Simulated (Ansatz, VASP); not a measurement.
**AlN: VASP beside Ansatz**

```xyz
2
Lattice="0.0000 2.1840 2.1840 2.1840 0.0000 2.1840 2.1840 2.1840 0.0000" Properties=species:S:1:pos:R:3 pbc="T T T"
Al    0.0000    0.0000    0.0000
N     1.0920    1.0920    1.0920
```

Alike in both runs: task relaxation of cell and atoms; functional LDA; k mesh 10 × 10 × 10; occupations fermi-dirac, width 0.05 eV; no spin polarisation.

|  | VASP | Ansatz |
| --- | --- | --- |
| version | VASP 6.6.1 | Ansatz 0.2.0 |
| potentials or method | VASP PAW LDA potentials, release 64 (Al, N) | Ansatz PAW |
| plane-wave cutoff (eV) | 600 | 420 |
| valence electrons in the cell | 8 | 8 |

VASP gave:

```
gap on the k mesh at the Fermi level, each at its own relaxed structure (eV) : 3.23
relaxed volume (Å³/atom)                                                     : 10.26
relaxed cell length with the largest relative difference (Å)                 : 3.073
```

Task: What did Ansatz give for the same quantities?

Result: gap on the k mesh at the Fermi level, each at its own relaxed structure (eV): 3.25; relaxed volume (Å³/atom): 10.23; relaxed cell length with the largest relative difference (Å): 3.070.

LDA's correlation is that of Perdew and Zunger in VASP and of Perdew and Wang (1992) in Ansatz.

Noted on Ansatz's run: the plane-wave basis is chosen anew once the cell has moved, so the energies of steps on either side of that aren't comparable.
